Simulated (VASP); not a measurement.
# SiO2 (P4_12_12) in VASP: further runs, part 2 of 2

VASP 6.6.1. Earlier steps stand in the parts before.

## (3) Electric field gradients, r2SCAN

File POSCAR:

```
SiO2
1.0
    4.9501000000      0.0000000000      0.0000000000
    0.0000000000      4.9501000000      0.0000000000
    0.0000000000      0.0000000000      6.9259000000
Si O
4 8
Direct
    0.3067528071      0.3067528071      0.0000000000
    0.1932471929      0.8067528071      0.2500000000
    0.6932471929      0.6932471929      0.5000000000
    0.8067528071      0.1932471929      0.7500000000
    0.2360692529      0.1197240000      0.1863222880
    0.3802760000      0.7360692529      0.4363222880
    0.7639307471      0.8802760000      0.6863222880
    0.6197240000      0.2639307471      0.9363222880
    0.7360692529      0.3802760000      0.5636777120
    0.8802760000      0.7639307471      0.3136777120
    0.2639307471      0.6197240000      0.0636777120
    0.1197240000      0.2360692529      0.8136777120
```

File INCAR.step1:

```
PREC     = Accurate       # precision mode
ENCUT    = 520            # plane-wave cutoff, eV
ISMEAR   = -1             # smearing method
SIGMA    = 0.02           # smearing width, eV
LREAL    = F              # projectors in reciprocal space
LASPH    = T              # aspherical terms in the spheres
NELM     = 60             # most SCF steps
NBANDS   = 44             # bands
GGA      = PE             # functional
ALGO     = Normal         # electronic algorithm
EDIFF    = 1E-4           # SCF threshold, eV
LWAVE    = T              # write WAVECAR
LCHARG   = F              # write CHGCAR
```

File INCAR.step2:

```
PREC     = Accurate       # precision mode
ENCUT    = 520            # plane-wave cutoff, eV
EDIFF    = 1E-8           # SCF threshold, eV
ISMEAR   = -1             # smearing method
SIGMA    = 0.02           # smearing width, eV
LREAL    = F              # projectors in reciprocal space
LASPH    = T              # aspherical terms in the spheres
NELM     = 60             # most SCF steps
ALGO     = Normal         # electronic algorithm
ISIF     = 2              # what is computed and relaxed
LWAVE    = F              # write WAVECAR
LCHARG   = F              # write CHGCAR
METAGGA  = R2SCAN         # meta-GGA
LMIXTAU  = T            
LEFG     = T            
NBANDS   = 44             # bands
ISTART   = 1
```

File KPOINTS:

```
regular mesh
0
Gamma
  5 5 4
```

Potentials or basis: VASP PAW PBE potentials, release 64 (Si, O).

On the command line:

```
cat potpaw_PBE.64/Si/POTCAR potpaw_PBE.64/O/POTCAR > POTCAR
cp INCAR.step1 INCAR
mpirun -np 1 vasp_std > vasp.out
cp INCAR.step2 INCAR
mpirun -np 1 vasp_std > vasp.out
```

OUTCAR:

```text
PREC = Accurate
   ENCUT = 520
   EDIFF = 1E-8
   ISMEAR = -1
   LREAL = F
   LASPH = T
   NELM = 60
   ISIF = 2
   METAGGA = R2SCAN
   ISTART = 1

 ion  position               nearest neighbor table
   1  0.307  0.307  0.000-   8 1.62  11 1.62   5 1.63  12 1.63   2 3.07   4 3.07   2 3.07   4 3.07

   2  0.193  0.807  0.250-   5 1.62  10 1.62   6 1.63  11 1.63   1 3.07   3 3.07   1 3.07   3 3.07

   3  0.693  0.693  0.500-   6 1.62   9 1.62   7 1.63  10 1.63   2 3.07   4 3.07   4 3.07   2 3.07

   4  0.807  0.193  0.750-   7 1.62  12 1.62   9 1.63   8 1.63   1 3.07   3 3.07   3 3.07   1 3.07

   5  0.236  0.120  0.186-   2 1.62   1 1.63
   6  0.380  0.736  0.436-   3 1.62   2 1.63
   7  0.764  0.880  0.686-   4 1.62   3 1.63
   8  0.620  0.264  0.936-   1 1.62   4 1.63
   9  0.736  0.380  0.564-   3 1.62   4 1.63
  10  0.880  0.764  0.314-   2 1.62   3 1.63
  11  0.264  0.620  0.064-   1 1.62   2 1.63
  12  0.120  0.236  0.814-   4 1.62   1 1.63

  LATTYP: Found a simple tetragonal cell.
 ALAT       =     4.9501000000
 C/A-ratio  =     1.3991434516

  Lattice vectors:

 A1 = (   4.9501000000,   0.0000000000,   0.0000000000)
 A2 = (   0.0000000000,   4.9501000000,   0.0000000000)
 A3 = (   0.0000000000,   0.0000000000,   6.9259000000)

Analysis of symmetry for initial positions (statically):
=====================================================================
 Subroutine PRICEL returns:
 Original cell was already a primitive cell.

 Routine SETGRP: Setting up the symmetry group for a
 simple tetragonal supercell.

 Subroutine GETGRP returns: Found  8 space group operations
 (whereof  2 operations were pure point group operations)
 out of a pool of 16 trial point group operations.

The static configuration has the point symmetry C_2 .
 The point group associated with its full space group is D_4 .

Analysis of symmetry for dynamics (positions and initial velocities):
=====================================================================
 Subroutine PRICEL returns:
 Original cell was already a primitive cell.

 Routine SETGRP: Setting up the symmetry group for a
 simple tetragonal supercell.

 Subroutine GETGRP returns: Found  8 space group operations
 (whereof  2 operations were pure point group operations)
 out of a pool of 16 trial point group operations.

The dynamic configuration has the point symmetry C_2 .
 The point group associated with its full space group is D_4 .

 Subroutine INISYM returns: Found  8 space group operations
 (whereof  2 operations are pure point group operations),
 and found     1 'primitive' translations

----------------------------------------------------------------------------------------

                                     Primitive cell

  volume of cell :     169.7087

  direct lattice vectors                    reciprocal lattice vectors
     4.950100000  0.000000000  0.000000000     0.202016121  0.000000000  0.000000000
     0.000000000  4.950100000  0.000000000     0.000000000  0.202016121  0.000000000
[... 153 lines left out ...]
 k-point     1 :       0.0000    0.0000    0.0000
  band No.  band energies     occupation
      1     -20.5839      2.00000
      2     -19.6995      2.00000
      3     -19.6995      2.00000
      4     -18.6078      2.00000
      5     -18.5203      2.00000
      6     -18.5202      2.00000
[... 835 lines left out ...]
     43      11.2988      0.00000
     44      11.2988      0.00000

------------------------ aborting loop because EDIFF is reached ----------------------------------------

  FORCE on cell =-STRESS in cart. coord.  units (eV):
  Direction    XX          YY          ZZ          XY          YZ          ZX
  --------------------------------------------------------------------------------------
  -------------------------------------------------------------------------------------
  Total       -2.9796424     -2.9796424     -4.2459192      0.0000000      0.0000000     -0.0000000
  in kB      -28.1300538    -28.1300538    -40.0846546      0.0000000      0.0000000     -0.0000000
  external PRESSURE =     -32.1149207 kB  Pullay stress =       0.0000000 kB

 VOLUME and BASIS-vectors are now :
 -----------------------------------------------------------------------------
  energy-cutoff  :      520.00
  volume of cell :      169.71
      direct lattice vectors                 reciprocal lattice vectors
     4.950100000  0.000000000  0.000000000     0.202016121  0.000000000  0.000000000
     0.000000000  4.950100000  0.000000000     0.000000000  0.202016121  0.000000000
     0.000000000  0.000000000  6.925900000     0.000000000  0.000000000  0.144385567

 POSITION                                       TOTAL-FORCE (eV/Angst)
 -----------------------------------------------------------------------------------
      1.51846      1.51846      0.00000         0.036720      0.036720     -0.000000
      0.95659      3.99351      1.73148        -0.036720      0.036720     -0.000000
      3.43164      3.43164      3.46295        -0.036720     -0.036720     -0.000000
      3.99351      0.95659      5.19443         0.036720     -0.036720     -0.000000
      1.16857      0.59265      1.29045         0.046377     -0.141852     -0.266382
      1.88240      3.64362      3.02192         0.141852      0.046377     -0.266382
      3.78153      4.35745      4.75340        -0.046377      0.141852     -0.266382
      3.06770      1.30648      6.48487        -0.141852     -0.046377     -0.266382
      3.64362      1.88240      3.90398         0.046377      0.141852      0.266382
      4.35745      3.78153      2.17250         0.141852     -0.046377      0.266382
      1.30648      3.06770      0.44103        -0.046377     -0.141852      0.266382
      0.59265      1.16857      5.63545        -0.141852      0.046377      0.266382
 -----------------------------------------------------------------------------------
    total drift:                                0.000000     -0.000000     -0.000000

  FREE ENERGIE OF THE ION-ELECTRON SYSTEM (eV)
  ---------------------------------------------------
  free  energy   TOTEN  =      -119.1146437481 eV

  energy  without entropy=     -119.1146437481  energy(sigma->0) =     -119.11464375

 Electric field gradients (V/A^2)
---------------------------------------------------------------------
 ion       V_xx      V_yy      V_zz      V_xy      V_xz      V_yz
---------------------------------------------------------------------
   1       0.374     0.374    -0.749     0.560     3.075    -3.075
   2       0.374     0.374    -0.749    -0.560     3.075     3.075
   3       0.374     0.374    -0.749     0.560    -3.075     3.075
   4       0.374     0.374    -0.749    -0.560    -3.075    -3.075
   5     -48.297    42.863     5.433    19.888   -15.319   -56.241
   6      42.863   -48.297     5.433   -19.888    56.241   -15.319
   7     -48.297    42.863     5.433    19.888    15.319    56.241
   8      42.863   -48.297     5.433   -19.888   -56.241    15.319
   9     -48.297    42.863     5.433   -19.888    15.319   -56.241
  10      42.863   -48.297     5.433    19.888   -56.241   -15.319
  11     -48.297    42.863     5.433   -19.888   -15.319    56.241
  12      42.863   -48.297     5.433    19.888    56.241    15.319
---------------------------------------------------------------------

 Electric field gradients after diagonalization (V/A^2)
 (convention: |V_zz| > |V_xx| > |V_yy|)
----------------------------------------------------------------------
 ion       V_xx      V_yy      V_zz     asymmetry (V_yy - V_xx)/ V_zz
----------------------------------------------------------------------
   1       3.890     0.934    -4.824       0.613
   2       3.890     0.934    -4.824       0.613
   3       3.890     0.934    -4.824       0.613
   4       3.890     0.934    -4.824       0.613
   5     -52.949   -35.090    88.039       0.203
   6     -52.949   -35.090    88.039       0.203
   7     -52.949   -35.090    88.039       0.203
   8     -52.949   -35.090    88.039       0.203
   9     -52.949   -35.090    88.039       0.203
  10     -52.949   -35.090    88.039       0.203
  11     -52.949   -35.090    88.039       0.203
  12     -52.949   -35.090    88.039       0.203
----------------------------------------------------------------------

           NMR quadrupolar parameters

 Cq : quadrupolar parameter    Cq=e*Q*V_zz/h
 eta: asymmetry parameters     (V_yy - V_xx)/ V_zz
 Q  : nuclear electric quadrupole moment in mb (millibarn)
----------------------------------------------------------------------
 ion       Cq(MHz)       eta       Q (mb)
----------------------------------------------------------------------
   1      -0.012       0.613       1.000
   2      -0.012       0.613       1.000
   3      -0.012       0.613       1.000
   4      -0.012       0.613       1.000
   5       0.213       0.203       1.000
   6       0.213       0.203       1.000
   7       0.213       0.203       1.000
   8       0.213       0.203       1.000
   9       0.213       0.203       1.000
  10       0.213       0.203       1.000
  11       0.213       0.203       1.000
  12       0.213       0.203       1.000
----------------------------------------------------------------------
```

Run time: 14 min. Hardware: 1 thread of Intel Xeon 8259CL, shared host; peak memory 0.36 GiB.

Results:

```
Free energy                             : -119.1146 eV
Pressure                                : -3.2 GPa
Largest force                           : 0.305 eV/Å
Band gap on the k mesh                  : 6.28 eV
Largest electric field gradient by atom : Si -4.8; O +88.0 V/Å²
```

Forces in eV/Å, atoms in the order of the input:
```
Si   0.037  0.037  0.000
Si  -0.037  0.037  0.000
Si  -0.037 -0.037  0.000
Si   0.037 -0.037  0.000
O    0.046 -0.142 -0.266
O    0.142  0.046 -0.266
O   -0.046  0.142 -0.266
O   -0.142 -0.046 -0.266
O    0.046  0.142  0.266
O    0.142 -0.046  0.266
O   -0.046 -0.142  0.266
O   -0.142  0.046  0.266
```

Stress tensor (GPa, compression positive):
```
-2.81  0.00  0.00
 0.00 -2.81  0.00
 0.00  0.00 -4.01
```

Levels at points of the mesh, in eV from the valence-band top:
| k point | band 29 | band 30 | band 31 | band 32 | band 33 | band 34 | band 35 | band 36 |
| --- | --- | --- | --- | --- | --- | --- | --- | --- |
| (0.00, 0.00, 0.00) | -0.68 | -0.36 | -0.36 | 0.00 | 6.28 | 9.61 | 9.61 | 10.06 |
| (0.00, 0.00, 0.50) | -0.57 | -0.57 | -0.37 | -0.37 | 7.60 | 7.60 | 10.17 | 10.17 |

Electric field gradients, principal values (V/Å²):
| atom | least | middle | greatest (by size) |
| --- | --- | --- | --- |
| 1 Si | 0.934 | 3.890 | -4.824 |
| 2 Si | 0.934 | 3.890 | -4.824 |
| 3 Si | 0.934 | 3.890 | -4.824 |
| 4 Si | 0.934 | 3.890 | -4.824 |
| 5 O | -35.090 | -52.949 | 88.039 |
| 6 O | -35.090 | -52.949 | 88.039 |
| 7 O | -35.090 | -52.949 | 88.039 |
| 8 O | -35.090 | -52.949 | 88.039 |
| 9 O | -35.090 | -52.949 | 88.039 |
| 10 O | -35.090 | -52.949 | 88.039 |
| 11 O | -35.090 | -52.949 | 88.039 |
| 12 O | -35.090 | -52.949 | 88.039 |

Caveat: the cell stands under tension; without QUAD_EFG the Cq values of the log hold for a quadrupole moment of 1 mb, not for the nuclei; the PAW data sets were made with another functional, which shifts forces and pressure a little; an odd mesh through Γ misses points on the zone boundary, where band edges can lie.
